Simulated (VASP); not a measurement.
# Gd (P6_3/mmc) in VASP: notebook, part 2 of 2

VASP 6.6.1. Earlier steps stand in the parts before.

### Step 3. Single point, PBE, collinear spin, ferromagnetic start

Contents of INCAR:

```
PREC = Accurate
ENCUT = 520
EDIFF = 1E-7
ISMEAR = -1
SIGMA = 0.05
LREAL = False
LASPH = True
NELM = 150
ALGO = Normal
ISIF = 2
LWAVE = False
LCHARG = False
ISPIN = 2
MAGMOM = 7.372 7.372
LORBIT = 11
LMAXMIX = 6
GGA = PE
NBANDS = 29
```

Contents of KPOINTS:

```
Automatic mesh
0
Gamma
  4 4 2
```

Contents of POSCAR:

```
Gd
1.0
    3.6483276435      0.0000000000      0.0000000000
   -1.8241638217      3.1595444206      0.0000000000
    0.0000000000      0.0000000000      5.8327272018
Gd
2
Direct
    0.3333333333      0.6666666667      0.2500000000
    0.6666666667      0.3333333333      0.7500000000
```

Potentials or basis: VASP PAW PBE potentials, release 64 (Gd).

The run is started by

```bash
$ cat potpaw_PBE.64/Gd/POTCAR > POTCAR
$ mpirun -np 1 vasp_std > vasp.out
```

OUTCAR:

```text
PREC = Accurate
   ENCUT = 520
   EDIFF = 1E-7
   ISMEAR = -1
   LREAL = False
   LASPH = True
   NELM = 150
   ISIF = 2
   ISPIN = 2
   LORBIT = 11
   GGA = PE

 ion  position               nearest neighbor table
   1  0.333  0.667  0.250-
   2  0.667  0.333  0.750-

  LATTYP: Found a hexagonal cell.
 ALAT       =     3.6483276435
 C/A-ratio  =     1.5987399630

  Lattice vectors:

 A1 = (   3.6483276435,   0.0000000000,   0.0000000000)
 A2 = (  -1.8241638217,   3.1595444206,   0.0000000000)
 A3 = (   0.0000000000,   0.0000000000,   5.8327272018)

Analysis of symmetry for initial positions (statically):
=====================================================================
 Subroutine PRICEL returns:
 Original cell was already a primitive cell.

 Routine SETGRP: Setting up the symmetry group for a
 hexagonal supercell.

 Subroutine GETGRP returns: Found 24 space group operations
 (whereof 12 operations were pure point group operations)
 out of a pool of 24 trial point group operations.

The static configuration has the point symmetry D_3d.
 The point group associated with its full space group is D_6h.

Analysis of symmetry for dynamics (positions and initial velocities):
=====================================================================
 Subroutine PRICEL returns:
 Original cell was already a primitive cell.

 Routine SETGRP: Setting up the symmetry group for a
 hexagonal supercell.

 Subroutine GETGRP returns: Found 24 space group operations
 (whereof 12 operations were pure point group operations)
 out of a pool of 24 trial point group operations.

The dynamic configuration has the point symmetry D_3d.
 The point group associated with its full space group is D_6h.

[... 132 lines left out ...]
   NGX = 13   NGY = 13   NGZ = 21

 number of electron      36.0000010 magnetization      15.6229223

 Free energy of the ion-electron system (eV)
  ---------------------------------------------------
  ext. energy  EPLUGINS =         0.00000000
  ---------------------------------------------------
  free energy    TOTEN  =       -23.40689000 eV

  energy without entropy =      -23.38179366  energy(sigma->0) =      -23.39434183

 E-fermi :   2.9019     XC(G=0):  -9.8941

 val. band max:        2.8637572857   @ k =   0.2500   0.0000   0.0000
 cond. band min:       2.9723903597   @ k =   0.2500   0.2500   0.0000
 fundamental gap:      0.1086330740
 Fermi energy:         2.9018606616

 spin component 1

 k-point     1 :       0.0000    0.0000    0.0000
  band No.  band energies     occupation
      1     -42.4872      1.00000
      2     -42.4242      1.00000
      3     -20.1922      1.00000
      4     -19.6217      1.00000
      5     -19.6217      1.00000
      6     -19.5236      1.00000
[... 245 lines left out ...]
     28       3.1658      0.00507
     29       5.0298      0.00000
 Fermi energy:         2.9018606616

 spin component 2

 k-point     1 :       0.0000    0.0000    0.0000
  band No.  band energies     occupation
      1     -39.2062      1.00000
      2     -39.1268      1.00000
      3     -17.9203      1.00000
      4     -17.1885      1.00000
      5     -17.1885      1.00000
      6     -17.0887      1.00000
[... 245 lines left out ...]
     28       4.5579      0.00000
     29       6.2671      0.00000

------------------------ aborting loop because EDIFF is reached ----------------------------------------

  FORCE on cell =-STRESS in cart. coord.  units (eV):
  Direction    XX          YY          ZZ          XY          YZ          ZX
  --------------------------------------------------------------------------------------
  -------------------------------------------------------------------------------------
  Total        0.0477585      0.0477585      0.0209711      0.0000000      0.0000000      0.0000000
  in kB        1.1380761      1.1380761      0.4997373      0.0000000      0.0000000      0.0000000
  external PRESSURE =       0.9252965 kB  Pullay stress =       0.0000000 kB

 VOLUME and BASIS-vectors are now :
 -----------------------------------------------------------------------------
  energy-cutoff  :      520.00
  volume of cell :       67.23
      direct lattice vectors                 reciprocal lattice vectors
     3.648327644  0.000000000  0.000000000     0.274098189  0.158250663  0.000000000
    -1.824163822  3.159544421  0.000000000     0.000000000  0.316501326  0.000000000
     0.000000000  0.000000000  5.832727202     0.000000000  0.000000000  0.171446386

 POSITION                                       TOTAL-FORCE (eV/Angst)
 -----------------------------------------------------------------------------------
     -0.00000      2.10636      1.45818        -0.000000      0.000000      0.000000
      1.82416      1.05318      4.37455         0.000000     -0.000000      0.000000
 -----------------------------------------------------------------------------------
    total drift:                               -0.000000      0.000000     -0.000000

  FREE ENERGIE OF THE ION-ELECTRON SYSTEM (eV)
  ---------------------------------------------------
  free  energy   TOTEN  =       -23.4068900003 eV

  energy  without entropy=      -23.3817936627  energy(sigma->0) =      -23.39434183

 total charge

# of ion       s       p       d       f       tot
--------------------------------------------------
    1        2.073   5.568   0.573   6.969  15.182
    2        2.073   5.568   0.573   6.969  15.182
--------------------------------------------------
tot          4.146  11.135   1.147  13.937  30.365

 magnetization (x)

# of ion       s       p       d       f       tot
--------------------------------------------------
    1        0.004  -0.047   0.263   6.838   7.058
    2        0.004  -0.047   0.263   6.838   7.058
--------------------------------------------------
tot          0.007  -0.094   0.526  13.677  14.116
```

OSZICAR:

```text
N       E                     dE             d eps       ncg     rms          rms(c)
DAV:   1     0.253714032510E+03    0.25371E+03   -0.12403E+04  1296   0.621E+03
DAV:   2     0.384787929406E+02   -0.21524E+03   -0.19791E+03  1273   0.426E+02
[... 22 lines left out ...]
DAV:  25    -0.234068882474E+02   -0.10035E-04   -0.13772E-04  1696   0.118E-01    0.105E-01
DAV:  26    -0.234068908184E+02   -0.25710E-05   -0.19937E-05  1824   0.576E-02    0.239E-01
DAV:  27    -0.234068912729E+02   -0.45447E-06   -0.58908E-06  1584   0.408E-02    0.152E-01
DAV:  28    -0.234068914307E+02   -0.15780E-06   -0.25542E-06  1560   0.394E-02    0.165E-01
DAV:  29    -0.234068907601E+02    0.67053E-06   -0.18487E-06  1459   0.308E-02    0.356E-02
DAV:  30    -0.234068900741E+02    0.68603E-06   -0.51675E-07  1147   0.104E-02    0.189E-02
DAV:  31    -0.234068900003E+02    0.73751E-07   -0.53816E-07  1075   0.180E-02
   1 F= -.23406890E+02 E0= -.23394342E+02  d E =-.250963E-01  mag=    15.6231
```

stdout:

```text
POSCAR found type information on POSCAR Gd
 POSCAR found :  1 types and       2 ions
 scaLAPACK will be used
 LDA part: xc-table for (Slater+PW92), standard interpolation
 POSCAR, INCAR and KPOINTS ok, starting setup
 FFT: planning ... GRIDC
 FFT: planning ... GRID_SOFT
 FFT: planning ... GRID
 WAVECAR not read
 entering main loop
```

It took 70 s on 1 thread of AMD EPYC 9R45 (Zen 5), shared host; peak memory 0.2 GiB.

What came out:

```
Free energy                                           : -23.4069 eV
Pressure                                              : 0.1 GPa
Net moment                                            : 15.62 μB per cell
Site moments                                          : Gd +7.06 μB
Valence electrons inside the program's atomic spheres : Gd 15.18
```

Caveat: the k points lie up to 0.54 Å⁻¹ apart; spin-orbit coupling is left out, which moves the levels of the heavy elements; semilocal functionals describe open f shells poorly, which spoils levels, moments and volumes. The state reached can hang on the start; a lower one may exist.

### Step 4. Single point, PBE, collinear spin, ferromagnetic start

Contents of INCAR:

```
ALGO = Normal
EDIFF = 1E-6
ENCUT = 520
GGA = PE
ISIF = 2
ISMEAR = -1
ISPIN = 2
LASPH = T
LCHARG = F
LMAXMIX = 6
LORBIT = 11
LREAL = F
LWAVE = F
MAGMOM = 7.372 7.372
NBANDS = 29
NELM = 150
PREC = Accurate
SIGMA = 0.05
```

Contents of KPOINTS:

```
k-points
0
Gamma
  5 5 3
```

POSCAR is that of step 3.

The run is started by

```bash
$ cat potpaw_PBE.64/Gd/POTCAR > POTCAR
$ mpirun -np 1 vasp_std > vasp.out
```

Run time: 91 s. Hardware: 1 thread of AMD EPYC 9R45 (Zen 5), shared host; peak memory 0.2 GiB.

The run converged. Its results:

| Quantity | Value |
| --- | --- |
| Free energy | -23.4459 eV |
| Pressure | 0.2 GPa |
| Net moment | 15.33 μB per cell |
| Site moments | Gd +7.00 μB |
| Valence electrons inside the program's atomic spheres | Gd 15.19 |

Levels at points of the mesh, in eV from the Fermi level:
Spin up:
| k point | band 24 | band 25 | band 26 | band 27 | band 28 | band 29 |
| --- | --- | --- | --- | --- | --- | --- |
| (0.00, 0.00, 0.00) | -2.55 | 0.88 | 1.26 | 1.26 | 1.38 | 1.86 |
Spin down:
| k point | band 7 | band 8 | band 9 | band 10 | band 11 | band 12 | band 13 | band 14 |
| --- | --- | --- | --- | --- | --- | --- | --- | --- |
| (0.00, 0.00, 0.00) | -20.03 | -20.02 | -4.18 | -1.45 | 0.28 | 0.31 | 0.35 | 0.42 |

Caveat: the k points lie up to 0.40 Å⁻¹ apart; spin-orbit coupling is left out, which moves the levels of the heavy elements; semilocal functionals describe open f shells poorly, which spoils levels, moments and volumes.

### Step 5. Overview

| k mesh | gap on the mesh (eV) | pressure (GPa) | moment (μB) |
| --- | --- | --- | --- |
| 3 × 3 × 2 | none | -1.6 | 15.54 |
| 4 × 4 × 2 | none | 0.1 | 15.62 |
| 5 × 5 × 3 | none | 0.2 | 15.33 |

Alike in all rows: task single point; level PBE; potentials or basis VASP PAW PBE potentials, release 64 (Gd); spin collinear, ferromagnetic start; cell as given; cutoff (eV) 520; smearing fermi-dirac 0.05 eV.

Caveats: all runs use coarse meshes; spin-orbit coupling is left out, which moves the levels of the heavy elements; semilocal functionals describe open f shells poorly, which spoils levels, moments and volumes.

Total energies depend on the potentials used, so only differences within one code and one set of settings carry meaning.

The gap in the log of VASP goes by the Fermi energy; the results here count the filled bands.